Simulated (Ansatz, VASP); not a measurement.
LiS3: VASP beside Ansatz

INCAR

```
SYSTEM = LiS3
ALGO = Normal ; EDIFF = 1E-6
ENCUT = 520 ; GGA = PE
ISIF = 2 ; ISMEAR = 0
LASPH = .TRUE. ; LCHARG = .TRUE.
LELF = .TRUE. ; LREAL = .FALSE.
LVHAR = .TRUE. ; LWAVE = .FALSE.
NBANDS = 31 ; NELM = 80
PREC = Accurate ; SIGMA = 0.2
```

KPOINTS

```
k-points
0
G
  6 6 2
  0 0 0
```

File POSCAR:

```
LiS3
1.0
    4.4516001496      0.0000000000      0.0000000000
    0.0000000000      4.4516001496      0.0000000000
    0.0000000000      0.0000000000      9.7206630824
Li S
2 6
Direct
    0.0000000000      0.0000000000      0.4073751794
    0.0000000000      0.0000000000      0.9073751794
    0.0000000000      0.5000000000      0.0870324177
    0.0000000000      0.5000000000      0.5870324177
    0.5000000000      0.0000000000      0.0870324177
    0.5000000000      0.0000000000      0.5870324177
    0.0000000000      0.0000000000      0.1552230201
    0.0000000000      0.0000000000      0.6552230201
```

Input for Ansatz:

```yaml
crystal:
  lattice:
    - [4.4516001496, 0.0, 0.0]
    - [0.0, 4.4516001496, 0.0]
    - [0.0, 0.0, 9.7206630824]
  atoms:
    - { symbol: Li, position: [0.0, 0.0, 0.4073751794] }
    - { symbol: Li, position: [0.0, 0.0, 0.9073751794] }
    - { symbol: S, position: [0.0, 0.5, 0.0870324177] }
    - { symbol: S, position: [0.0, 0.5, 0.5870324177] }
    - { symbol: S, position: [0.5, 0.0, 0.0870324177] }
    - { symbol: S, position: [0.5, 0.0, 0.5870324177] }
    - { symbol: S, position: [0.0, 0.0, 0.1552230201] }
    - { symbol: S, position: [0.0, 0.0, 0.6552230201] }
basis:
  ecutwfc: 420
kpoints:
  mp_grid: { grid: [6, 6, 2] }
hamiltonian:
  xc: pbe
scf:
  occupations: { method: gaussian, width: 0.2 }
  lower_state_search: "off"
output:
  forces: true
  stress: true
  eigenvalues: true
```

Alike in both runs: task single point; functional PBE; k mesh 6 × 6 × 2; occupations gaussian, width 0.2 eV; no spin polarisation.

```csv
,VASP,Ansatz
version,VASP 6.6.1,Ansatz 0.2.0
potentials or method,"VASP PAW PBE potentials, release 64 (Li_sv, S), cutoff 520 eV","scalar-relativistic, plane waves, PAW"
valence electrons in the cell,42,42
```

```csv
,VASP,Ansatz,Ansatz less VASP
gap on the k mesh at the Fermi level (eV),none,none,-
rms of the force components (eV/Å),0.069,0.078,+0.0092
```

Atom by atom the forces differ by 0.009 eV/Å (rms over components). A gap of «none» marks a metal or a gap that the smearing closes. The functional is the same, so the differences come from potentials, cutoffs and numerics.

Noted on VASP's run: the cutoff is short for stress, so the pressure is rough.
